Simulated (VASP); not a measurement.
**Ga3Sb: single point with PBE**

Crystal: Ga3Sb.

```
Ga Sb
1.0
    -2.28567    2.28567    4.22032
     2.28567   -2.28567    4.22032
     2.28567    2.28567   -4.22032
Ga Sb
3 1
Cartesian
  0.0000 2.2857 2.1102
  2.2857 0.0000 2.1102
  0.0000 0.0000 4.2203
  0.0000 0.0000 -0.4500
```

This cell differs from its parent crystal: atom 4 (Sb) moved -0.450 Å along Cartesian [0 0 1].

```
Program                : VASP 6.6.1
Task                   : single point
Functional             : PBE
Potentials or basis    : VASP PAW PBE potentials, release 64 (Ga_d, Sb)
Cutoff                 : 520 eV
k mesh                 : 14 × 14 × 14
Occupations            : gaussian, width 0.15 eV
Spin                   : no spin polarisation
Dipole correction      : no
Further INCAR settings : ALGO = Fast; EDIFF = 1e-07; NBANDS = 30
```

- Pressure: 2.2 GPa
- Largest force: 1.403 eV/Å
- Band gap on the k mesh: zero (bands 22 and 23 overlap by 4.18 eV)

Forces on the atoms (eV/Å):
```
Ga   0.000  0.000 -0.765
Ga   0.000  0.000 -0.765
Ga   0.000  0.000  0.127
Sb   0.000  0.000  1.403
```

Stress tensor (GPa, compression positive):
```
2.34 0.00 0.00
0.00 2.34 0.00
0.00 0.00 1.78
```

Levels at points of the mesh, in eV from the Fermi level:
```tsv
k point	band 18	band 19	band 20	band 21	band 22	band 23	band 24	band 25	band 26	band 27
(0.00, 0.00, 0.00)	-2.98	-2.83	-2.36	-2.36	-1.79	-0.13	-0.13	-0.01	0.59	2.78
(0.50, 0.00, 0.00)	-5.02	-4.25	-2.07	-1.81	-0.60	-0.22	1.54	2.95	3.35	4.06
(0.50, 0.50, 0.00)	-5.87	-5.84	-4.13	-4.04	0.63	0.88	1.99	2.06	5.61	6.33
(0.50, 0.50, 0.50)	-4.60	-3.73	-3.73	-3.60	2.51	3.61	3.61	4.06	4.55	4.55
```

It took 6.6 min on 1 thread of Intel(R) Xeon(R) 6975P-C (Granite Rapids) (shared host), peak memory 0.64 GiB.

Caveat: the cell differs from its parent crystal (atom 4 (Sb) moved -0.450 Å along Cartesian [0 0 1]); spin-orbit coupling is left out, which moves the levels of the heavy elements; forces of over 1 eV/Å act on the atoms, so gaps and moduli don't describe the material at rest.
